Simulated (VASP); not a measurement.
# Ti3Al (P-6m2) in VASP: further runs

Runs on Ti3Al. Level: PBEsol. Tasks: single point.

All numbers are computed with VASP 6.6.1; they aren't measurements. Logs are shortened: lines on timing, memory, paths and dates and some standing lists are left out, and cuts for length are marked.

## 1. The cell of the first run

The structure is hexagonal, space group P-6m2 (No. 187). The conventional cell has a = 2.704 Å, b = 2.704 Å, c = 8.692 Å, α = 90.00°, β = 90.00°, γ = 120.00°. Ti (site symmetry 3m) has 3 Al at 2.67 Å and 9 Ti at 2.68 to 2.70 Å within 3.5 Å. Within 3.5 Å of Ti (site symmetry -6m2) lie 12 Ti at 2.68 to 2.70 Å. Al (site symmetry -6m2) has 6 Ti at 2.67 Å and 6 Al at 2.70 Å within 3.5 Å.

## 2. Single point, PBEsol

INCAR

```
SYSTEM = Ti3Al
  PREC = Accurate
  ENCUT = 520
  EDIFF = 1E-6
  ISMEAR = -1
  SIGMA = 0.05
  LREAL = .False.
  LASPH = .True.
  NELM = 100
  ALGO = Fast
  ISIF = 2
  LWAVE = .False.
  LCHARG = .False.
  GGA = PS
  NBANDS = 28
```

KPOINTS

```
Automatic mesh
0
Gamma
  10 10 3
  0 0 0
```

POSCAR

```
Ti3Al
1.0
    2.7037507730      0.0000000000      0.0000000000
   -1.3518753865      2.3415168549      0.0000000000
    0.0000000000      0.0000000000      8.6922264368
Ti Al
3 1
Direct
    0.3333333333      0.6666666667      0.2503730381
    0.3333333333      0.6666666667      0.7496269619
    0.6666666667      0.3333333333      0.0000000000
    0.6666666667      0.3333333333      0.5000000000
```

Potentials or basis: VASP PAW PBE potentials, release 64 (Ti_sv, Al).

Run with:

```console
> cat potpaw_PBE.64/Ti_sv/POTCAR potpaw_PBE.64/Al/POTCAR > POTCAR
> mpirun -np 1 vasp_std > vasp.out
```

OUTCAR:

```text
SYSTEM = Ti3Al
   PREC = Accurate
   ENCUT = 520
   EDIFF = 1E-6
   ISMEAR = -1
   LREAL = .False.
   LASPH = .True.
   NELM = 100
   ISIF = 2
   GGA = PS

 ion  position               nearest neighbor table
   1  0.333  0.667  0.250-   4 2.67   4 2.67   4 2.67   3 2.68   3 2.68   3 2.68
   2  0.333  0.667  0.750-   4 2.67   4 2.67   4 2.67   3 2.68   3 2.68   3 2.68
   3  0.667  0.333  0.000-   1 2.68   2 2.68   1 2.68   2 2.68   1 2.68   2 2.68
   4  0.667  0.333  0.500-   1 2.67   2 2.67   1 2.67   2 2.67   1 2.67   2 2.67

  LATTYP: Found a hexagonal cell.
 ALAT       =     2.7037507730
 C/A-ratio  =     3.2148770973

  Lattice vectors:

 A1 = (   2.7037507730,   0.0000000000,   0.0000000000)
 A2 = (  -1.3518753865,   2.3415168549,   0.0000000000)
 A3 = (   0.0000000000,   0.0000000000,   8.6922264368)

Analysis of symmetry for initial positions (statically):
=====================================================================
 Subroutine PRICEL returns:
 Original cell was already a primitive cell.

 Routine SETGRP: Setting up the symmetry group for a
 hexagonal supercell.

 Subroutine GETGRP returns: Found 12 space group operations
 (whereof 12 operations were pure point group operations)
 out of a pool of 24 trial point group operations.

The static configuration has the point symmetry D_3h.

Analysis of symmetry for dynamics (positions and initial velocities):
=====================================================================
 Subroutine PRICEL returns:
 Original cell was already a primitive cell.

 Routine SETGRP: Setting up the symmetry group for a
 hexagonal supercell.

 Subroutine GETGRP returns: Found 12 space group operations
 (whereof 12 operations were pure point group operations)
 out of a pool of 24 trial point group operations.

The dynamic configuration has the point symmetry D_3h.

 Subroutine INISYM returns: Found 12 space group operations
 (whereof 12 operations are pure point group operations),
 and found     1 'primitive' translations

----------------------------------------------------------------------------------------

                                     Primitive cell

  volume of cell :      55.0294

  direct lattice vectors                    reciprocal lattice vectors
     2.703750773  0.000000000  0.000000000     0.369856575  0.213536793  0.000000000
[... 84 lines left out ...]
   ISPIN  =      1    spin polarized calculation?
   LNONCOLLINEAR =      F non collinear calculations
   LSORBIT =      F    spin-orbit coupling
   LASPH  =      T    aspherical Exc in radial PAW
   ENCUT  =  520.0 eV  38.22 Ry    6.18 a.u.   5.03  5.03 16.16*2*pi/ulx,y,z
   NELM   =    100;   NELMIN=  2; NELMDL= -5     # of ELM steps
   EDIFF  = 0.1E-05   stopping-criterion for ELM
   LREAL  =      F    real-space projection
   EDIFFG = 0.1E-04   stopping-criterion for IOM
   NSW    =      0    number of steps for IOM
   IBRION =     -1    ionic relax: 0-MD 1-quasi-New 2-CG
   NFREE  =      0    steps in history (QN), initial steepest desc. (CG)
   ISIF   =      2    stress and relaxation
   ISYM   =      2    0-nonsym 1-usesym 2-fastsym
   POTIM  = 0.5000    time-step for ionic-motion
   TEBEG  =    0.0;   TEEND  =   0.0 temperature during run
   PSTRESS=    0.0 pullay stress
   NELECT =      39.0000    total number of electrons
   NUPDOWN=      -1.0000    fix difference up-down
   EMIN   =  10.00;   EMAX   =-10.00  energy-range for DOS
   EFERMI =   0.00;   METHOD = LEGACY
   ISMEAR =    -1;   SIGMA  =   0.05  broadening in eV -4-tet -1-fermi 0-gaus
   EFERMI_NEDOS =   21; number of points for ismear=-14 and -15
   IALGO  =     68    algorithm
   IMIX   =      4    mixing-type and parameters
     AMIX     =   0.40;   BMIX     =  1.00
     AMIX_MAG =   1.60;   BMIX_MAG =  1.00
  volume/ion in A,a.u.               =      13.76        92.84
  Fermi-wavevector in a.u.,A,eV,Ry     =   1.459592  2.758228 28.985958  2.130408
  Thomas-Fermi vector in A             =   2.576141
   LORBIT       =      0    0 simple, 1 ext, 2 COOP (PROOUT), +10 PAW based schemes
   GGA     = PS    functional components
   LHFCALC =     F    Hartree Fock is set to
   AEXX    =    0.0000 exact exchange contribution
   IVDW    =     0    specifies the selected vdW correction
   LEPSILON=     F    determine dielectric tensor
   LRPA    =     F    only Hartree local field effects (RPA)
 non-spin polarized calculation
 RMM-DIIS sequential band-by-band and
  energy-cutoff  :      520.00
  volume of cell :       55.03
 maximum number of plane-waves:      1515
 NGX is ok and might be reduce to    20
   NGX =  9   NGY =  9   NGZ = 33

 number of electron      38.9999999 magnetization

 Free energy of the ion-electron system (eV)
  ---------------------------------------------------
  ext. energy  EPLUGINS =         0.00000000
  ---------------------------------------------------
  free energy    TOTEN  =       -28.72641082 eV

  energy without entropy =      -28.69346428  energy(sigma->0) =      -28.70993755

 E-fermi :  10.3539     XC(G=0): -12.3395

 val. band max:       10.3264222147   @ k =   0.4000   0.2000   0.0000
 cond. band min:      10.3575292912   @ k =   0.2000  -0.0000   0.3333
 fundamental gap:      0.0311070765
 Fermi energy:        10.3538744982

 k-point     1 :       0.0000    0.0000    0.0000
  band No.  band energies     occupation
      1     -45.7905      2.00000
      2     -45.6689      2.00000
      3     -45.5600      2.00000
      4     -22.6441      2.00000
      5     -22.1535      2.00000
      6     -21.6324      2.00000
[... 733 lines left out ...]
     27      14.3821      0.00000
     28      14.8645      0.00000

 [... further k-points ...]
[... 5 lines left out ...]
  --------------------------------------------------------------------------------------
  -------------------------------------------------------------------------------------
  Total        9.9935038      9.9935038     10.0413405      0.0000000     -0.0000000      0.0000000
  in kB      290.9600682    290.9600682    292.3528284      0.0000000     -0.0000000      0.0000000
  external PRESSURE =     291.4243216 kB  Pullay stress =       0.0000000 kB

 VOLUME and BASIS-vectors are now :
 -----------------------------------------------------------------------------
  energy-cutoff  :      520.00
  volume of cell :       55.03
      direct lattice vectors                 reciprocal lattice vectors
     2.703750773  0.000000000  0.000000000     0.369856575  0.213536793  0.000000000
    -1.351875386  2.341516855  0.000000000     0.000000000  0.427073586  0.000000000
     0.000000000  0.000000000  8.692226437     0.000000000  0.000000000  0.115045323

 POSITION                                       TOTAL-FORCE (eV/Angst)
 -----------------------------------------------------------------------------------
     -0.00000      1.56101      2.17630        -0.000000      0.000000     -0.022906
     -0.00000      1.56101      6.51593        -0.000000      0.000000      0.022906
      1.35188      0.78051      0.00000         0.000000      0.000000      0.000000
      1.35188      0.78051      4.34611        -0.000000     -0.000000      0.000000
 -----------------------------------------------------------------------------------
    total drift:                               -0.000000      0.000000     -0.000000

  FREE ENERGIE OF THE ION-ELECTRON SYSTEM (eV)
  ---------------------------------------------------
  free  energy   TOTEN  =       -28.7264108237 eV

  energy  without entropy=      -28.6934642842  energy(sigma->0) =      -28.70993755
```

stdout:

```text
POSCAR found type information on POSCAR TiAl
 POSCAR found :  2 types and       4 ions
 scaLAPACK will be used
 -----------------------------------------------------------------------------
|                                                                             |
|                                                                             |
|     You enforced a specific xc type in the INCAR file but a different       |
|     I HOPE YOU KNOW WHAT YOU ARE DOING!                                     |
|                                                                             |
 -----------------------------------------------------------------------------

 LDA part: xc-table for (Slater+PW92), standard interpolation
 POSCAR, INCAR and KPOINTS ok, starting setup
 FFT: planning ... GRIDC
 FFT: planning ... GRID_SOFT
 FFT: planning ... GRID
 WAVECAR not read
 entering main loop
WARNING in EDDRMM: call to ZHEGV failed, returncode =   6  3      5
WARNING in EDDRMM: call to ZHEGV failed, returncode =   6  3     15
```

Run time: 67 s. Hardware: 1 thread of Intel Xeon 6975P-C (Granite Rapids), shared host; peak memory 0.18 GiB.

What came out:

| Item | Value |
| --- | --- |
| Free energy | -28.7264 eV |
| Pressure | 29.1 GPa |
| Largest force | 0.023 eV/Å |

Forces in eV/Å, atoms in the order of the input:
```
Ti   0.000  0.000 -0.023
Ti   0.000  0.000  0.023
Ti   0.000  0.000  0.000
Al   0.000  0.000  0.000
```

Caveat: the PAW data sets were made with another functional, which shifts forces and pressure a little.

## 3. Single point, PBEsol

This run uses another cell than the first one, of 14.49 Å³/atom, 1.053 times its volume.

INCAR

```
PREC = Accurate
ENCUT = 520
EDIFF = 1E-6
ISMEAR = -1
SIGMA = 0.05
LREAL = False
LASPH = True
NELM = 100
ALGO = Fast
ISIF = 2
LWAVE = False
LCHARG = False
GGA = PS
NBANDS = 28
```

KPOINTS

```
Automatic mesh
0
Gamma
  10 10 3
```

POSCAR

```
Ti3Al
1.0
    2.7561675737      0.0000000000      0.0000000000
   -1.3780837868      2.3869111360      0.0000000000
    0.0000000000      0.0000000000      8.8082357592
Ti Al
3 1
Direct
    0.3333333333      0.6666666667      0.2499388675
    0.3333333333      0.6666666667      0.7500611325
    0.6666666667      0.3333333333      0.0000000000
    0.6666666667      0.3333333333      0.5000000000
```

Potentials or basis: VASP PAW PBE potentials, release 64 (Ti_sv, Al).

Run with:

```console
> cat potpaw_PBE.64/Ti_sv/POTCAR potpaw_PBE.64/Al/POTCAR > POTCAR
> mpirun -np 1 vasp_std > vasp.out
```

Wall time 68 s (1 thread of Intel Xeon 6975P-C (Granite Rapids), shared host); peak memory 0.18 GiB.

The run converged. Its results:

```yaml
Free_energy: -29.1723 eV
Pressure: 19.6 GPa
Largest_force: 0.019 eV/Å
```

Forces on the atoms (eV/Å):
```
Ti   0.000  0.000 -0.019
Ti   0.000  0.000  0.019
Ti   0.000  0.000  0.000
Al   0.000  0.000  0.000
```

Stress tensor (GPa, compression positive):
```
19.56  0.00  0.00
 0.00 19.56  0.00
 0.00  0.00 19.67
```

Levels at points of the mesh, in eV from the Fermi level:
| k point | band 16 | band 17 | band 18 | band 19 | band 20 | band 21 | band 22 | band 23 |
| --- | --- | --- | --- | --- | --- | --- | --- | --- |
| (0.00, 0.00, 0.00) | -2.85 | -0.89 | 0.67 | 0.72 | 0.94 | 0.94 | 1.07 | 1.07 |
| (0.50, 0.00, 0.00) | -2.43 | -1.75 | -1.58 | -0.77 | -0.25 | 1.08 | 1.34 | 1.44 |

Caveat: the PAW data sets were made with another functional, which shifts forces and pressure a little.

## 4. Single point, PBEsol

This run uses another cell than the first one, of 15.39 Å³/atom, 1.119 times its volume.

INCAR

```
SYSTEM = Ti3Al
PREC = Accurate
ENCUT = 520
EDIFF = 1E-6
ISMEAR = -1
SIGMA = 0.05
LREAL = .False.
LASPH = .True.
NELM = 80
ALGO = Normal
ISIF = 2
LWAVE = .False.
LCHARG = .False.
GGA = PS
NBANDS = 28
```

KPOINTS

```
Automatic mesh
0
Gamma
  10 10 3
  0 0 0
```

POSCAR

```
Ti3Al
1.0
    2.8178787450      0.0000000000      0.0000000000
   -1.4089393725      2.4403545780      0.0000000000
    0.0000000000      0.0000000000      8.9532652914
Ti Al
3 1
Direct
    0.3333333333      0.6666666667      0.2494019588
    0.3333333333      0.6666666667      0.7505980412
    0.6666666667      0.3333333333      0.0000000000
    0.6666666667      0.3333333333      0.5000000000
```

Run with:

```console
> cat potpaw_PBE.64/Ti_sv/POTCAR potpaw_PBE.64/Al/POTCAR > POTCAR
> mpirun -np 1 vasp_std > vasp.out
```

It took 23 s on 1 thread of Intel Xeon 6975P-C (Granite Rapids), shared host; peak memory 0.2 GiB.

It converged, with:

| Item | Value |
| --- | --- |
| Free energy | -29.5011 eV |
| Pressure | 9.7 GPa |
| Largest force | 0.016 eV/Å |

Forces on the atoms (eV/Å):
```
Ti   0.000  0.000 -0.016
Ti   0.000  0.000  0.016
Ti   0.000  0.000  0.000
Al   0.000  0.000  0.000
```

Stress tensor (GPa, compression positive):
```
9.67 0.00 0.00
0.00 9.67 0.00
0.00 0.00 9.76
```

Levels at points of the mesh, in eV from the Fermi level:
```
           k point  band 18  band 19  band 20  band 21  band 22  band 23
(0.00, 0.00, 0.00)     0.61     0.75     0.90     0.90     1.01     1.01
(0.50, 0.00, 0.00)    -1.43    -0.71    -0.30     1.00     1.20     1.31
```

Caveat: the PAW data sets were made with another functional, which shifts forces and pressure a little.

## 5. Single point, PBEsol

This run uses another cell than the first one, of 15.94 Å³/atom, 1.159 times its volume.

INCAR

```
SYSTEM = Ti3Al
ALGO = Normal
EDIFF = 1E-6
ENCUT = 520
GGA = PS
ISIF = 2
ISMEAR = -1
LASPH = .True.
LCHARG = .False.
LREAL = .False.
LWAVE = .False.
NBANDS = 28
NELM = 80
PREC = Accurate
SIGMA = 0.05
```

KPOINTS

```
k-points
0
Gamma
  10 10 3
  0 0 0
```

POSCAR

```
Ti3Al
1.0
    2.8538671154      0.0000000000      0.0000000000
   -1.4269335577      2.4715214210      0.0000000000
    0.0000000000      0.0000000000      9.0423019179
Ti Al
3 1
Direct
    0.3333333333      0.6666666667      0.2490839891
    0.3333333333      0.6666666667      0.7509160109
    0.6666666667      0.3333333333      0.0000000000
    0.6666666667      0.3333333333      0.5000000000
```

Potentials or basis: VASP PAW PBE potentials, release 64 (Ti_sv, Al).

Run with:

```console
> cat potpaw_PBE.64/Ti_sv/POTCAR potpaw_PBE.64/Al/POTCAR > POTCAR
> mpirun -np 1 vasp_std > vasp.out
```

OUTCAR:

```text
SYSTEM = Ti3Al
   EDIFF = 1E-6
   ENCUT = 520
   GGA = PS
   ISIF = 2
   ISMEAR = -1
   LASPH = .True.
   LREAL = .False.
   NELM = 80
   PREC = Accurate

 ion  position               nearest neighbor table
   1  0.333  0.667  0.249-   3 2.79   3 2.79   3 2.79   4 2.80   4 2.80   4 2.80
   2  0.333  0.667  0.751-   3 2.79   3 2.79   3 2.79   4 2.80   4 2.80   4 2.80
   3  0.667  0.333  0.000-   1 2.79   2 2.79   1 2.79   2 2.79   1 2.79   2 2.79
   4  0.667  0.333  0.500-   1 2.80   2 2.80   1 2.80   2 2.80   1 2.80   2 2.80

  LATTYP: Found a hexagonal cell.
 ALAT       =     2.8538671154
 C/A-ratio  =     3.1684383162

  Lattice vectors:

 A1 = (   2.8538671154,   0.0000000000,   0.0000000000)
 A2 = (  -1.4269335577,   2.4715214210,   0.0000000000)
 A3 = (   0.0000000000,   0.0000000000,   9.0423019179)

Analysis of symmetry for initial positions (statically):
=====================================================================
 Subroutine PRICEL returns:
 Original cell was already a primitive cell.

 Routine SETGRP: Setting up the symmetry group for a
 hexagonal supercell.
[... 165 lines left out ...]
  ext. energy  EPLUGINS =         0.00000000
  ---------------------------------------------------
  free energy    TOTEN  =       -29.60133775 eV

  energy without entropy =      -29.57431608  energy(sigma->0) =      -29.58782692

 E-fermi :   8.6353     XC(G=0): -11.6385

 val. band max:        8.5812104033   @ k =   0.2000   0.2000   0.3333
 cond. band min:       8.6529580666   @ k =   0.2000   0.0000   0.0000
 fundamental gap:      0.0717476633
 Fermi energy:         8.6353206605

 k-point     1 :       0.0000    0.0000    0.0000
  band No.  band energies     occupation
      1     -47.7382      2.00000
      2     -47.6682      2.00000
      3     -47.5961      2.00000
      4     -24.4270      2.00000
      5     -24.1065      2.00000
      6     -23.7493      2.00000
[... 733 lines left out ...]
     27      12.0507      0.00000
     28      12.4317      0.00000

 [... further k-points ...]
[... 5 lines left out ...]
  --------------------------------------------------------------------------------------
  -------------------------------------------------------------------------------------
  Total        1.8825497      1.8825497      1.9084549      0.0000000      0.0000000      0.0000000
  in kB       47.2911536     47.2911536     47.9419127      0.0000000      0.0000000      0.0000000
  external PRESSURE =      47.5080733 kB  Pullay stress =       0.0000000 kB

 VOLUME and BASIS-vectors are now :
 -----------------------------------------------------------------------------
  energy-cutoff  :      520.00
  volume of cell :       63.78
      direct lattice vectors                 reciprocal lattice vectors
     2.853867115  0.000000000  0.000000000     0.350401739  0.202304538  0.000000000
    -1.426933558  2.471521421  0.000000000     0.000000000  0.404609077  0.000000000
     0.000000000  0.000000000  9.042301918     0.000000000  0.000000000  0.110591308

 POSITION                                       TOTAL-FORCE (eV/Angst)
 -----------------------------------------------------------------------------------
     -0.00000      1.64768      2.25229         0.000000     -0.000000     -0.015994
     -0.00000      1.64768      6.79001         0.000000     -0.000000      0.015994
      1.42693      0.82384      0.00000        -0.000000      0.000000      0.000000
      1.42693      0.82384      4.52115        -0.000000      0.000000      0.000000
 -----------------------------------------------------------------------------------
    total drift:                                0.000000     -0.000000      0.000000

  FREE ENERGIE OF THE ION-ELECTRON SYSTEM (eV)
  ---------------------------------------------------
  free  energy   TOTEN  =       -29.6013377507 eV

  energy  without entropy=      -29.5743160845  energy(sigma->0) =      -29.58782692
```

Run time: 23 s. Hardware: 1 thread of Intel Xeon 6975P-C (Granite Rapids), shared host; peak memory 0.2 GiB.

Results:

- Free energy: -29.6013 eV
- Pressure: 4.8 GPa
- Largest force: 0.016 eV/Å

Forces on the atoms (eV/Å):
```
Ti   0.000  0.000 -0.016
Ti   0.000  0.000  0.016
Ti   0.000  0.000  0.000
Al   0.000  0.000  0.000
```

Caveat: the PAW data sets were made with another functional, which shifts forces and pressure a little.

## 6. The runs side by side

```csv
cell,gap on the mesh (eV),pressure (GPa),largest force (eV/Å)
"a = 2.704, b = 2.704, c = 8.692 Å, angles 90.0, 90.0, 120.0°, 4 atoms",none,29.1,0.02
"a = 2.756, b = 2.756, c = 8.808 Å, angles 90.0, 90.0, 120.0°, 4 atoms",none,19.6,0.02
"a = 2.818, b = 2.818, c = 8.953 Å, angles 90.0, 90.0, 120.0°, 4 atoms",none,9.7,0.02
"a = 2.854, b = 2.854, c = 9.042 Å, angles 90.0, 90.0, 120.0°, 4 atoms",none,4.8,0.02
```

Alike in all rows: task single point; level PBEsol; potentials or basis VASP PAW PBE potentials, release 64 (Ti_sv, Al); no spin polarisation; k mesh 10 × 10 × 3; cutoff (eV) 520; smearing fermi-dirac 0.05 eV.

Caveats: the PAW data sets were made with another functional, which shifts forces and pressure a little.

Total energies depend on the potentials used, so only differences within one code and one set of settings carry meaning.
